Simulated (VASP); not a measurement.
Input of a VASP 6.6.1 run:

Contents of INCAR:

```
  ALGO = Normal
  EDIFF = 1E-6
  ENCUT = 520
  GGA = PS
  ISIF = 2
  ISMEAR = 0
  LASPH = T
  LCHARG = T
  LELF = T
  LREAL = F
  LVHAR = T
  LWAVE = F
  NBANDS = 25
  NELM = 80
  PREC = Accurate
  SIGMA = 0.1
```

Contents of KPOINTS:

```
k-points
0
Gamma
  1 1 1
```

The input POSCAR:

```
CuO
1.0
    2.3404404522     -1.7107783127     -0.0229301573
    2.3197430003      1.6824555157     -0.0101368612
   -0.8908838133      0.0240860588      5.0786274137
Cu O
2 2
Direct
   -0.0082652229      0.4939545091     -0.0055067082
    0.4909130835     -0.0195801087      0.4987901057
    0.5733962104      0.3983939412      0.2576963426
    0.3918683292      0.5610426818      0.7397132466
```

Potentials or basis: VASP PAW PBE potentials, release 64 (Cu, O).

Launch:

```console
$ cat potpaw_PBE.64/Cu/POTCAR potpaw_PBE.64/O/POTCAR > POTCAR
$ mpirun -np 1 vasp_gam > vasp.out
```

Q: Estimate the pressure.

A: -1.4 GPa.

Q: What does it give for the band gap on the k mesh?

A: 0.28 eV.

Q: Predict the largest force.

A: 1.570 eV/Å.

Stress tensor (GPa, compression positive):
```
-19.46  -3.57   8.57
 -3.57  -2.33   0.92
  8.57   0.92  17.62
```

Caveat: the k points lie up to 2.32 Å⁻¹ apart; the PAW data sets were made with another functional, which shifts forces and pressure a little. A k mesh can miss the band edges.
